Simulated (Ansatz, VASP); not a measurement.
# Cs in VASP and in Ansatz

```
Cs
1.0
     4.71725    0.00000    0.00000
     0.00000    4.71725    0.00000
     0.00000    0.00000    4.71725
Cs
1
Direct
  0.00000 0.00000 0.00000
```

Alike in both runs: task single point; functional PBEsol; k mesh 7 × 7 × 7; occupations fermi-dirac, width 0.1 eV; no spin polarisation.

```csv
,VASP,Ansatz
version,VASP 6.6.1,Ansatz 0.2.0
potentials or method,"VASP PAW PBE potentials, release 64 (Cs_sv), cutoff 520 eV","plane waves (420 eV) with PAW, scalar-relativistic"
valence electrons in the cell,9,9
```

|  | VASP | Ansatz | Ansatz less VASP |
| --- | --- | --- | --- |
| pressure (GPa) | 0.2 | 0.2 | +0.01 |

VASP's potentials were made for PBE, not for PBEsol, and Ansatz warns of the same on its side. With one functional, cell and mesh, what is left measures potentials, basis and numerics.

Neither program's run includes spin-orbit coupling.
